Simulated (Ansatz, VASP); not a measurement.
# GaSb in VASP and in Ansatz

```
CELL_PARAMETERS angstrom
-1.55590 2.74188 2.89331
1.55590 -2.74188 2.89331
1.55590 2.74188 -2.89331
ATOMIC_POSITIONS crystal
Ga 0.00000 0.00000 0.00000
Sb 0.50000 0.50000 0.00000
```

Change from the starting cell: strain +0.0250 x Voigt [0, 1, 0, 0, 0, 0], atoms carried along.

Alike in both runs: task single point; functional r2SCAN; k mesh 18 × 18 × 18; occupations gaussian, width 0.15 eV; no spin polarisation.

|  | VASP | Ansatz |
| --- | --- | --- |
| version | VASP 6.6.1 | Ansatz 0.2.0 |
| potentials or method | VASP PAW PBE potentials, release 64 (Ga_d, Sb), cutoff 520 eV | scalar-relativistic, plane waves, PAW |
| valence electrons in the cell | 18 | 28 |

|  | VASP | Ansatz | Ansatz less VASP |
| --- | --- | --- | --- |
| gap on the k mesh at the Fermi level (eV) | none | none | - |
| pressure (GPa) | -2.8 | -2.8 | -0.02 |
| traceless stress, the component that is largest in VASP (GPa) | 1.20 | 1.21 | +0.005 |

VASP's potentials were made for PBE, not for r2SCAN. A gap of «none» marks a metal or a gap that the smearing closes. VASP's potentials hold 18 valence electrons a cell and Ansatz's 28, so a difference there can come from the potentials and not from the codes.

Neither program's run includes spin-orbit coupling.
